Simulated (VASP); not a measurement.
**HgH3: single point with PBE**

Crystal: HgH3.

```
Hg H
1.0
     3.72087    0.00000    0.00000
    -1.86044    3.22237    0.00000
     0.00000    0.00000    3.70761
Hg H
1 3
Cartesian
  0.0000 0.0000 0.0000
  0.0000 2.1482 0.0000
  1.8604 1.0741 0.0000
  0.0000 0.0000 1.8538
```

The cell was built from a structure type or drawn by symmetry, and may not be a known phase.

```
Program             : VASP 6.6.1
Task                : single point
Functional          : PBE
Potentials or basis : VASP PAW PBE potentials, release 64 (Hg, H)
Cutoff              : 520 eV
k mesh              : 6 × 6 × 6
Occupations         : gaussian, width 0.1 eV
Spin                : no spin polarisation
```

```yaml
Pressure: 0.0 GPa
Band_gap_on_the_k_mesh: zero (an odd number of electrons rules out a gap without spin polarisation)
```

Stress tensor (GPa, compression positive):
```
-0.31  0.00  0.00
 0.00 -0.31  0.00
 0.00  0.00  0.73
```

Levels at points of the mesh, in eV from the Fermi level:
```
           k point  band 4  band 5  band 6  band 7  band 8  band 9  band 10  band 11
(0.00, 0.00, 0.00)   -7.37   -6.87   -6.87    0.55    2.23    4.67     7.50     7.50
(0.50, 0.00, 0.00)   -6.92   -6.85   -5.55   -5.03    1.47    4.31     7.39     7.52
(0.00, 0.00, 0.50)   -7.03   -7.03   -6.23   -4.84    0.72    6.23     7.37     9.39
(0.50, 0.00, 0.50)   -7.00   -6.84   -5.06   -3.86   -3.18    2.75     5.10     5.70
```

Wall time 22 s on 1 thread of Intel(R) Xeon(R) Platinum 8259CL CPU @ 2.50GHz (Skylake/Cascade Lake) (shared host), peak memory 0.16 GiB.

Caveat: spin-orbit coupling is left out, which moves the levels of the heavy elements.
